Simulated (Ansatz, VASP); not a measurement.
**Two plane-wave programs on SrTiTe3**

INCAR

```
  PREC = Accurate
  ENCUT = 520
  EDIFF = 1E-7
  ISMEAR = 0
  SIGMA = 0.1
  LREAL = False
  LASPH = True
  NELM = 100
  ALGO = Normal
  ISIF = 2
  LWAVE = False
  LCHARG = False
  GGA = PE
  NBANDS = 28
```

Contents of KPOINTS:

```
Automatic mesh
0
Gamma
  4 4 4
```

File POSCAR:

```
SrTiTe3
1.0
    4.9744576200      0.0000000000      0.0000000000
    0.0000000000      4.9744576200      0.0000000000
    0.0000000000      0.0000000000      5.5905849900
Sr Ti Te
1 1 3
Direct
    0.5000000000      0.5000000000      0.5000000000
    0.0000000000      0.0000000000      0.0000000000
    0.0000000000      0.0000000000      0.5000000000
    0.0000000000      0.5000000000      0.0000000000
    0.5000000000      0.0000000000      0.0000000000
```

Input for Ansatz:

```yaml
crystal:
  lattice:
    - [4.97445762, 0.0, 0.0]
    - [0.0, 4.97445762, 0.0]
    - [0.0, 0.0, 5.59058499]
  atoms:
    - { symbol: Sr, position: [0.5, 0.5, 0.5] }
    - { symbol: Ti, position: [0.0, 0.0, 0.0] }
    - { symbol: Te, position: [0.0, 0.0, 0.5] }
    - { symbol: Te, position: [0.0, 0.5, 0.0] }
    - { symbol: Te, position: [0.5, 0.0, 0.0] }
basis:
  ecutwfc: 420
kpoints:
  mp_grid: { grid: [4, 4, 4] }
hamiltonian:
  xc: pbe
scf:
  occupations: { method: gaussian, width: 0.1 }
  lower_state_search: "off"
output:
  forces: true
  stress: true
  eigenvalues: true
```

Change from the starting cell: species swapped into the KCrF3 type (P4/mmm, No. 123).

Alike in both runs: task single point; functional PBE; k mesh 4 × 4 × 4; occupations gaussian, width 0.1 eV; no spin polarisation.

|  | VASP | Ansatz |
| --- | --- | --- |
| version | VASP 6.6.1 | Ansatz 0.2.0 |
| potentials or method | VASP PAW PBE potentials, release 64 (Sr_sv, Ti_sv, Te), cutoff 520 eV | scalar-relativistic, plane waves, PAW |
| valence electrons in the cell | 40 | 70 |

```tsv
	VASP	Ansatz	Ansatz less VASP
gap on the k mesh at the Fermi level (eV)	none	none	-
pressure (GPa)	10.8	10.8	+0.01
traceless stress, the component that is largest in VASP (GPa)	-5.96	-6.01	-0.053
```

A gap of «none» marks a metal or a gap that the smearing closes. VASP's potentials hold 40 valence electrons a cell and Ansatz's 70, so a difference there can come from the potentials and not from the codes.

Neither program's run includes spin-orbit coupling.
